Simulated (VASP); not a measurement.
# AlNi (P4/mmm) in VASP: a series of runs

The runs below take AlNi through relaxation of cell and atoms, with PBEsol.

Program: VASP 6.6.1. These are calculated values, not measurements. Logs are shortened: lines on timing, memory, paths and dates and some standing lists are left out, and cuts for length are marked.

## Step 1: The cell of the first run

It takes space group P4/mmm (No. 123, tetragonal). Conventional cell: a = 2.833 Å, b = 2.833 Å, c = 2.843 Å, α = 90.00°, β = 90.00°, γ = 90.00°. Within 3.2 Å of Al (site symmetry 4/mmm) lie 8 Ni at 2.46 Å and 6 Al at 2.83 to 2.84 Å. Ni (site symmetry 4/mmm) has 8 Al at 2.46 Å and 6 Ni at 2.83 to 2.84 Å within 3.2 Å.

## Step 2: Relaxation of cell and atoms, PBEsol, target pressure 5 GPa, at which the enthalpy is minimised

The input, INCAR:

```
SYSTEM = AlNi
ALGO = Normal ; EDIFF = 1E-7
EDIFFG = -0.008 ; ENCUT = 600
GGA = PS ; IBRION = 2
ISIF = 3 ; ISMEAR = 0
LASPH = .True. ; LCHARG = .False.
LREAL = .False. ; LWAVE = .False.
NELM = 100 ; NSW = 70
PREC = Accurate ; PSTRESS = 50.0
SIGMA = 0.1
```

The input, KPOINTS:

```
k-points
0
Gamma
  16 16 14
  0 0 0
```

The input, POSCAR:

```
AlNi
1.0
    2.0029157693     -2.0029173450      0.0000000000
    2.0029157693      2.0029173450      0.0000000000
    0.0000000000      0.0000000000      2.8428061140
Al Ni
1 1
Direct
    0.0000000000      0.0000000000      0.0000000000
    0.5000000000      0.5000000000      0.5000000000
```

Potentials or basis: VASP PAW PBE potentials, release 64 (Al, Ni).

On the command line:

```bash
$ cat potpaw_PBE.64/Al/POTCAR potpaw_PBE.64/Ni/POTCAR > POTCAR
$ mpirun -np 1 vasp_std > vasp.out
```

OUTCAR:

```text
SYSTEM = AlNi
   EDIFF = 1E-7
   EDIFFG = -0.008
   ENCUT = 600
   GGA = PS
   IBRION = 2
   ISIF = 3
   ISMEAR = 0
   LASPH = .True.
   LREAL = .False.
   NELM = 100
   NSW = 70
   PREC = Accurate
   PSTRESS = 50.0

 ion  position               nearest neighbor table
   1  0.000  0.000  0.000-   2 2.46   2 2.46   2 2.46   2 2.46   2 2.46   2 2.46   2 2.46   2 2.46

   2  0.500  0.500  0.500-   1 2.46   1 2.46   1 2.46   1 2.46   1 2.46   1 2.46   1 2.46   1 2.46

  LATTYP: Found a simple tetragonal cell.
 ALAT       =     2.8325517594
 C/A-ratio  =     1.0036201826

  Lattice vectors:

 A1 = (   2.0029157693,  -2.0029173450,   0.0000000000)
 A2 = (   2.0029157693,   2.0029173450,   0.0000000000)
 A3 = (   0.0000000000,   0.0000000000,   2.8428061140)

Analysis of symmetry for initial positions (statically):
=====================================================================
 Subroutine PRICEL returns:
 Original cell was already a primitive cell.

 Routine SETGRP: Setting up the symmetry group for a
 simple tetragonal supercell.

 Subroutine GETGRP returns: Found 16 space group operations
 (whereof 16 operations were pure point group operations)
 out of a pool of 16 trial point group operations.

The static configuration has the point symmetry D_4h.

Analysis of symmetry for dynamics (positions and initial velocities):
=====================================================================
 Subroutine PRICEL returns:
 Original cell was already a primitive cell.

 Routine SETGRP: Setting up the symmetry group for a
 simple tetragonal supercell.

 Subroutine GETGRP returns: Found 16 space group operations
 (whereof 16 operations were pure point group operations)
 out of a pool of 16 trial point group operations.

The dynamic configuration has the point symmetry D_4h.

 Subroutine INISYM returns: Found 16 space group operations
 (whereof 16 operations are pure point group operations),
 and found     1 'primitive' translations

----------------------------------------------------------------------------------------

                                     Primitive cell

  volume of cell :      22.8088

  direct lattice vectors                    reciprocal lattice vectors
     2.002915769 -2.002917345  0.000000000     0.249636059 -0.249635863  0.000000000
     2.002915769  2.002917345  0.000000000     0.249636059  0.249635863  0.000000000
     0.000000000  0.000000000  2.842806114     0.000000000  0.000000000  0.351765108

  length of vectors
     2.832551759  2.832551759  2.842806114     0.353038562  0.353038562  0.351765108

  position of ions in fractional coordinates (direct lattice)
     0.000000000  0.000000000  0.000000000
     0.500000000  0.500000000  0.500000000

  ion indices of the primitive-cell ions
   primitive index   ion index
                 1           1
                 2           2

----------------------------------------------------------------------------------------

 KPOINTS: k-points

Automatic generation of k-mesh.
 Grid dimensions read from file:
 generate k-points for:   16   16   14

 Generating k-lattice:

  Cartesian coordinates                     Fractional coordinates (reciprocal lattice)
     0.015602254 -0.015602241  0.000000000     0.062500000  0.000000000  0.000000000
     0.015602254  0.015602241  0.000000000     0.000000000  0.062500000  0.000000000
     0.000000000  0.000000000  0.025126079     0.000000000  0.000000000  0.071428571

  Length of vectors
     0.022064910  0.022064910  0.025126079

  Shift w.r.t. Gamma in fractional coordinates (k-lattice)
     0.000000000  0.000000000  0.000000000

 Subroutine IBZKPT returns following result:
 ===========================================

 Found    360 irreducible k-points:

 Following reciprocal coordinates:
            Coordinates               Weight
  0.000000  0.000000  0.000000      1.000000
  0.062500  0.000000  0.000000      4.000000
  0.125000  0.000000  0.000000      4.000000
  0.187500 -0.000000  0.000000      4.000000
  0.250000  0.000000  0.000000      4.000000
  0.312500 -0.000000  0.000000      4.000000
[... 16 lines left out ...]
  0.437500  0.125000  0.000000      8.000000
  0.500000  0.125000  0.000000      4.000000
 [... further k-points ...]
   k-points           NKPTS =    360   k-points in BZ     NKDIM =    360   number of bands    NBANDS=     10
   number of dos      NEDOS =    301   number of ions     NIONS =      2
   total plane-waves  NPLWV =  13824
   dimension x,y,z NGX =    24 NGY =   24 NGZ =   24
   dimension x,y,z NGXF=    48 NGYF=   48 NGZF=   48
   ions per type =               1   1
   NGX,Y,Z   is equivalent  to a cutoff of  14.09, 14.09, 14.04 a.u.
   NGXF,Y,Z  is equivalent  to a cutoff of  28.17, 28.17, 28.07 a.u.
 SYSTEM =  AlNi
   PREC   = accura    normal or accurate (medium, high low for compatibility)
   ISTART =      0    job   : 0-new  1-cont  2-samecut
   ICHARG =      2    charge: 1-file 2-atom 10-const
   ISPIN  =      1    spin polarized calculation?
   LNONCOLLINEAR =      F non collinear calculations
   LSORBIT =      F    spin-orbit coupling
   LASPH  =      T    aspherical Exc in radial PAW
   ENCUT  =  600.0 eV  44.10 Ry    6.64 a.u.   5.66  5.66  5.68*2*pi/ulx,y,z
   NELM   =    100;   NELMIN=  2; NELMDL= -5     # of ELM steps
   EDIFF  = 0.1E-06   stopping-criterion for ELM
   LREAL  =      F    real-space projection
   EDIFFG = -.8E-02   stopping-criterion for IOM
   NSW    =     70    number of steps for IOM
   IBRION =      2    ionic relax: 0-MD 1-quasi-New 2-CG
   NFREE  =      1    steps in history (QN), initial steepest desc. (CG)
   ISIF   =      3    stress and relaxation
   ISYM   =      2    0-nonsym 1-usesym 2-fastsym
   POTIM  = 0.5000    time-step for ionic-motion
   TEBEG  =    0.0;   TEEND  =   0.0 temperature during run
   PSTRESS=   50.0 pullay stress
   NELECT =      13.0000    total number of electrons
   NUPDOWN=      -1.0000    fix difference up-down
   EMIN   =  10.00;   EMAX   =-10.00  energy-range for DOS
   EFERMI =   0.00;   METHOD = LEGACY
   ISMEAR =     0;   SIGMA  =   0.10  broadening in eV -4-tet -1-fermi 0-gaus
   EFERMI_NEDOS =   21; number of points for ismear=-14 and -15
   IALGO  =     38    algorithm
   IMIX   =      4    mixing-type and parameters
     AMIX     =   0.40;   BMIX     =  1.00
     AMIX_MAG =   1.60;   BMIX_MAG =  1.00
  volume/ion in A,a.u.               =      11.40        76.96
  Fermi-wavevector in a.u.,A,eV,Ry     =   1.357339  2.564999 25.066951  1.842369
  Thomas-Fermi vector in A             =   2.484266
   LORBIT       =      0    0 simple, 1 ext, 2 COOP (PROOUT), +10 PAW based schemes
   GGA     = PS    functional components
   LHFCALC =     F    Hartree Fock is set to
   AEXX    =    0.0000 exact exchange contribution
   IVDW    =     0    specifies the selected vdW correction
   LEPSILON=     F    determine dielectric tensor
   LRPA    =     F    only Hartree local field effects (RPA)
 conjugate gradient relaxation of ions
 non-spin polarized calculation
 Gauss-broadening in eV      SIGMA  =   0.10
  energy-cutoff  :      600.00
  volume of cell :       22.81
 maximum number of plane-waves:       780
 NGX is ok and might be reduce to    24
   NGX = 11   NGY = 11   NGZ = 11

--------------------------------------- Ionic step        1  -------------------------------------------

 number of electron      12.9999998 magnetization

 Free energy of the ion-electron system (eV)
  ---------------------------------------------------
  ext. energy  EPLUGINS =         0.00000000
  ---------------------------------------------------
  free energy    TOTEN  =       -11.57833157 eV

  energy without entropy =      -11.57482444  energy(sigma->0) =      -11.57657801

------------------------ aborting loop because EDIFF is reached ----------------------------------------

  FORCE on cell =-STRESS in cart. coord.  units (eV):
  Direction    XX          YY          ZZ          XY          YZ          ZX
  --------------------------------------------------------------------------------------
  -------------------------------------------------------------------------------------
  Total        0.7356094      0.7356106      0.7338494      0.0000000     -0.0000000      0.0000000
  in kB       51.6719568     51.6720381     51.5483281      0.0000000     -0.0000000      0.0000000
  external PRESSURE =       1.6307743 kB  Pullay stress =      50.0000000 kB

 VOLUME and BASIS-vectors are now :
 -----------------------------------------------------------------------------
  energy-cutoff  :      600.00
  volume of cell :       22.81
      direct lattice vectors                 reciprocal lattice vectors
     2.002915769 -2.002917345  0.000000000     0.249636059 -0.249635863  0.000000000
     2.002915769  2.002917345  0.000000000     0.249636059  0.249635863  0.000000000
     0.000000000  0.000000000  2.842806114     0.000000000  0.000000000  0.351765108
[... 46 lines left out ...]
  FREE ENERGIE OF THE ION-ELECTRON SYSTEM (eV)
  ---------------------------------------------------
  free  energy   TOTEN  =       -11.5795291816 eV

  energy  without entropy=      -11.5760179083  energy(sigma->0) =      -11.57777354

  enthalpy is  TOTEN    =       -10.8665254858 eV   P V=        0.7130036958

--------------------------------------- Ionic step        3  -------------------------------------------

 number of electron      12.9999998 magnetization

 Free energy of the ion-electron system (eV)
  ---------------------------------------------------
  ext. energy  EPLUGINS =         0.00000000
  ---------------------------------------------------
  free energy    TOTEN  =       -11.57896102 eV

  energy without entropy =      -11.57545169  energy(sigma->0) =      -11.57720636

 E-fermi :  10.5091     XC(G=0): -12.3931

 val. band max:       10.5086792716   @ k =   0.4375   0.3125   0.5000
 cond. band min:      10.5261050528   @ k =   0.3750   0.3750   0.5000
 fundamental gap:      0.0174257812
 Fermi energy:        10.5090747368

 k-point     1 :       0.0000    0.0000    0.0000
  band No.  band energies     occupation
      1      -0.9541      2.00000
      2       7.0556      2.00000
      3       7.0570      2.00000
      4       8.8802      2.00000
      5       8.8802      2.00000
      6       8.8892      2.00000
      7      16.1291      0.00000
      8      16.2619      0.00000
      9      16.2619      0.00000
     10      18.8040      0.00000

 k-point     2 :       0.0625    0.0000    0.0000
  band No.  band energies     occupation
      1      -0.8795      2.00000
      2       7.0528      2.00000
      3       7.0743      2.00000
      4       8.8460      2.00000
      5       8.8557      2.00000
      6       8.8838      2.00000
      7      15.4355      0.00000
      8      16.2282      0.00000
      9      16.3603      0.00000
     10      18.8128      0.00000
[... 274 lines left out ...]
 k-point    24 :       0.5000    0.1250    0.0000
  band No.  band energies     occupation
      1       3.6202      2.00000
      2       3.7693      2.00000
      3       7.6348      2.00000
      4       8.0688      2.00000
      5       8.1454      2.00000
      6       8.8672      2.00000
      7       9.8519      2.00000
      8      17.6642      0.00000
      9      18.6589      0.00000
     10      21.1242      0.00000

 [... further k-points ...]
[... 5 lines left out ...]
  --------------------------------------------------------------------------------------
  -------------------------------------------------------------------------------------
  Total        0.7127261      0.7127272      0.7114214      0.0000000     -0.0000000      0.0000000
  in kB       50.0210436     50.0211237     49.9294743      0.0000000     -0.0000000      0.0000000
  external PRESSURE =      -0.0094528 kB  Pullay stress =      50.0000000 kB

 VOLUME and BASIS-vectors are now :
 -----------------------------------------------------------------------------
  energy-cutoff  :      600.00
  volume of cell :       22.83
      direct lattice vectors                 reciprocal lattice vectors
     2.003510897 -2.003512502 -0.000000000     0.249561907 -0.249561707 -0.000000000
     2.003510897  2.003512502  0.000000000     0.249561907  0.249561707  0.000000000
     0.000000000 -0.000000000  2.843588341     0.000000000 -0.000000000  0.351668343

 POSITION                                       TOTAL-FORCE (eV/Angst)
 -----------------------------------------------------------------------------------
      0.00000      0.00000      0.00000        -0.000000      0.000000      0.000000
      2.00351     -0.00000      1.42179         0.000000     -0.000000      0.000000
 -----------------------------------------------------------------------------------
    total drift:                                0.000000     -0.000000     -0.000000

  FREE ENERGIE OF THE ION-ELECTRON SYSTEM (eV)
  ---------------------------------------------------
  free  energy   TOTEN  =       -11.5789610245 eV

  energy  without entropy=      -11.5754516856  energy(sigma->0) =      -11.57720636

  enthalpy is  TOTEN    =       -10.8665347826 eV   P V=        0.7124262419

 reached required accuracy - stopping structural energy minimisation
```

It took 1.9 min on 1 thread of Intel Xeon 8259CL, shared host; peak memory 0.25 GiB.

What came out:

```yaml
Free_energy: -11.5790 eV
Relaxed_volume: 11.41 Å³/atom
Relaxed_cell: a = 2.833 Å, b = 2.833 Å, c = 2.844 Å, α = 90.00°, β = 90.00°, γ = 90.00°
Space_group_after_relaxing_to_0.1_Å: Pm-3m (No. 221)
Energy_change_on_relaxing_the_run_minimises_the_enthalpy: -0.3 meV/atom
Ionic_steps: 3
Pressure_after_relaxing: 5.0 GPa
Band_gap_on_the_k_mesh: zero (an odd number of electrons rules out a gap without spin polarisation)
```

The path:
```csv
step,energy change (eV),largest force (eV/Å),pressure (GPa),volume (Å³)
1,0.0000,0.0000,5.16,22.81
2,-0.0012,0.0000,4.85,22.85
3,-0.0006,0.0000,5.00,22.83
```

Final structure:
```cif
data_structure
_symmetry_space_group_name_H-M 'P 1'
_symmetry_Int_Tables_number 1
_cell_length_a 2.8334
_cell_length_b 2.8334
_cell_length_c 2.8436
_cell_angle_alpha 90.000
_cell_angle_beta 90.000
_cell_angle_gamma 90.000
_cell_volume 22.83
loop_
_atom_site_label
_atom_site_type_symbol
_atom_site_fract_x
_atom_site_fract_y
_atom_site_fract_z
_atom_site_occupancy
Al1 Al 0.00000 0.00000 0.00000 1
Ni1 Ni 0.50000 0.50000 0.50000 1
```

Caveat: the cell is relaxed towards a set pressure, so the run minimises the enthalpy, not the energy; the PAW data sets were made with another functional, which shifts forces and pressure a little.

## Step 3: Relaxation of cell and atoms, PBEsol, target pressure 2 GPa, at which the enthalpy is minimised

This run uses another cell than the first one, of 11.50 Å³/atom.

The input, INCAR:

```
  PREC = Accurate
  ENCUT = 600
  EDIFF = 1E-6
  ISMEAR = 0
  SIGMA = 0.1
  LREAL = False
  LASPH = True
  NELM = 60
  ALGO = Fast
  ISIF = 3
  LWAVE = False
  LCHARG = False
  GGA = PS
  IBRION = 2
  NSW = 70
  EDIFFG = -0.008
  PSTRESS = 20.0
```

The input, KPOINTS:

```
regular mesh
0
Gamma
  16 16 14
```

The input, POSCAR:

```
AlNi
1.0
    2.0083902230     -2.0084117853      0.0000000000
    2.0083902230      2.0084117853      0.0000000000
    0.0000000000      0.0000000000      2.8510426576
Al Ni
1 1
Direct
    0.0000000000      0.0000000000      0.0000000000
    0.5000000000      0.5000000000      0.5000000000
```

Potentials or basis: VASP PAW PBE potentials, release 64 (Al, Ni).

On the command line:

```bash
$ cat potpaw_PBE.64/Al/POTCAR potpaw_PBE.64/Ni/POTCAR > POTCAR
$ mpirun -np 1 vasp_std > vasp.out
```

Run time: 5 min. Hardware: 1 thread of Intel Xeon 8259CL, shared host; peak memory 0.33 GiB.

Results (log left out):

```
Free energy                                                : -11.5871 eV
Relaxed volume                                             : 11.60 Å³/atom
Relaxed cell                                               : a = 2.849 Å, b = 2.849 Å, c = 2.859 Å, α = 90.00°, β = 90.00°, γ = 90.00°
Space group after relaxing (to 0.1 Å)                      : Pm-3m (No. 221)
Energy change on relaxing (the run minimises the enthalpy) : -1.7 meV/atom
Ionic steps                                                : 6
Pressure after relaxing                                    : 2.1 GPa
Band gap on the k mesh                                     : zero (an odd number of electrons rules out a gap without spin polarisation)
```

Step by step:
| step | energy change (eV) | largest force (eV/Å) | pressure (GPa) | volume (Å³) |
| --- | --- | --- | --- | --- |
| 1 | 0.0000 | 0.0000 | 3.62 | 23.00 |
| 2 | -0.0049 | 0.0000 | 0.52 | 23.39 |
| 3 | -0.0034 | 0.0000 | 2.27 | 23.20 |
| 4 | -0.0037 | 0.0000 | 1.61 | 23.23 |
| 5 | -0.0035 | 0.0000 | 1.89 | 23.21 |
| 6 | -0.0035 | 0.0000 | 2.08 | 23.20 |

Final structure:
```xyz
2
Lattice="2.0143 -2.0143 0.0000 2.0143 2.0143 0.0000 0.0000 0.0000 2.8593" Properties=species:S:1:pos:R:3 pbc="T T T"
Al    0.0000    0.0000    0.0000
Ni    2.0143    0.0000    1.4297
```

Levels at points of the mesh, in eV from the Fermi level:
```
           k point  band 5  band 6  band 7  band 8  band 9  band 10
(0.00, 0.00, 0.00)   -1.59   -1.59    5.55    5.68    5.68     8.24
(0.50, 0.00, 0.00)   -2.32   -1.50   -0.64    8.34   10.07    10.20
(0.50, 0.50, 0.00)   -2.16   -2.16   -1.04    1.55    2.68    12.57
(0.00, 0.00, 0.50)   -2.32   -1.49   -0.67    8.35   10.18    10.18
(0.50, 0.00, 0.50)   -2.15   -2.14   -1.04    1.52    2.65    12.67
(0.50, 0.50, 0.50)   -1.01    1.96    1.97    1.97    4.01     4.61
```

Caveat: the cell is relaxed towards a set pressure, so the run minimises the enthalpy, not the energy; the PAW data sets were made with another functional, which shifts forces and pressure a little. Spin polarisation is off, so any magnetic state and its effect on volume and gap are missing.

The gap in the log of VASP goes by the Fermi energy; the results here count the filled bands.